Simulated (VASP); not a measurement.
The system is InGa2N3.

```
In Ga N
1.0
     3.27502    0.01795   -0.01924
    -1.62197    2.81410    0.03600
    -0.04755    0.07528    8.07698
In Ga N
1 2 3
Direct
  0.35462 0.67153 0.65326
  0.98617 0.98243 0.01433
  0.68510 0.36123 0.32910
  0.99402 0.01463 0.24088
  0.64497 0.29235 0.55660
  0.34952 0.67174 0.91500
```

```yaml
Program: VASP 6.6.1
Task: relaxation of cell and atoms
Functional: PBEsol
Potentials_or_basis: VASP PAW PBE potentials, release 64 (In_d, Ga_d, N)
Cutoff: 600 eV
k_mesh: 6 × 6 × 2
Occupations: fermi-dirac, width 0.05 eV
Spin: no spin polarisation
```

At the start: pressure 7.3 GPa; volume 12.44 Å³/atom.

Task: Where does the relaxation end?

Result: Over 23 steps the energy falls by 112.2 meV/atom and the volume is 12.69 Å³/atom (+2.0 %); space group P3m1 (No. 156, to 0.05 Å).

The path:
```
step  energy change (eV)  largest force (eV/Å)  pressure (GPa)  volume (Å³)
   1              0.0000                3.6521            7.32        74.67
   2             -0.1147                1.6062           -7.03        80.89
   3             -0.5422                1.0340           -2.28        77.55
   4             -0.5428                1.0511           -2.10        77.46
   5             -0.6426                0.4348           -0.22        76.26
   6             -0.6442                0.4389            0.10        76.10
   7             -0.6607                0.1665            0.48        75.93
   8             -0.6617                0.1538            0.38        75.97
   9             -0.6649                0.1263           -0.21        76.24
  10             -0.6651                0.1439           -0.39        76.33
  11             -0.6679                0.1015           -0.14        76.20
  12             -0.6689                0.1348            0.14        76.06
  13             -0.6710                0.0806            0.15        76.06
  14             -0.6715                0.1063            0.16        76.05
  15             -0.6726                0.0397           -0.11        76.20
  16             -0.6726                0.0371           -0.08        76.19
  17             -0.6728                0.0270            0.01        76.14
  18             -0.6729                0.0313            0.05        76.13
  19             -0.6730                0.0183            0.03        76.14
  20             -0.6730                0.0180            0.02        76.14
  21             -0.6730                0.0119           -0.02        76.16
  22             -0.6730                0.0116           -0.05        76.17
  23             -0.6730                0.0081            0.01        76.14
```

Final structure:
```xyz
6
Lattice="3.2889 0.0004 -0.0011 -1.6446 2.8488 0.0018 -0.0021 0.0040 8.1256" Properties=species:S:1:pos:R:3 pbc="T T T"
In    0.0099    1.8954    5.3774
Ga    0.0078    0.0009    0.0296
Ga    1.6538    0.9476    2.5893
N    -1.6357    2.8464    1.9736
N     1.6546    0.9463    4.5050
N     0.0055    1.9040    7.5419
```

Caveat: the PAW data sets were made with another functional, which shifts forces and pressure a little.
